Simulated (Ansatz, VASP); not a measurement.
## Two plane-wave programs on Pt

```xyz
2
Lattice="2.8987 0.0000 0.0000 -1.4493 2.5103 0.0000 0.0000 0.0000 4.7921" Properties=species:S:1:pos:R:3 pbc="T T T"
Pt    1.4493    0.8368    3.5941
Pt    0.0000    1.6736    1.1980
```

Change from the starting cell: strain +0.050 along x and y, +0.000 along z, atoms carried along.

Alike in both runs: task single point; functional r2SCAN; k mesh 18 × 18 × 10; occupations gaussian, width 0.15 eV; no spin polarisation.

```csv
,VASP,Ansatz
version,VASP 6.6.1,Ansatz 0.2.0
potentials or method,"VASP PAW PBE potentials, release 64 (Pt), cutoff 520 eV","scalar-relativistic, plane waves, PAW"
valence electrons in the cell,20,36
```

VASP gave:

- gap on the k mesh at the Fermi level (eV): none
- pressure (GPa): -23.3
- traceless stress, the component that is largest in VASP (GPa): 4.34

Question: What did Ansatz give for the same quantities?

Answer: gap on the k mesh at the Fermi level (eV): none; pressure (GPa): -23.5; traceless stress, the component that is largest in VASP (GPa): 4.42.

VASP's potentials were made for PBE, not for r2SCAN. A gap of «none» marks a metal or a gap that the smearing closes. The functional is the same, so the differences come from potentials, cutoffs and numerics. VASP's potentials hold 20 valence electrons a cell and Ansatz's 36, so a difference there can come from the potentials and not from the codes.

Neither program's run includes spin-orbit coupling.
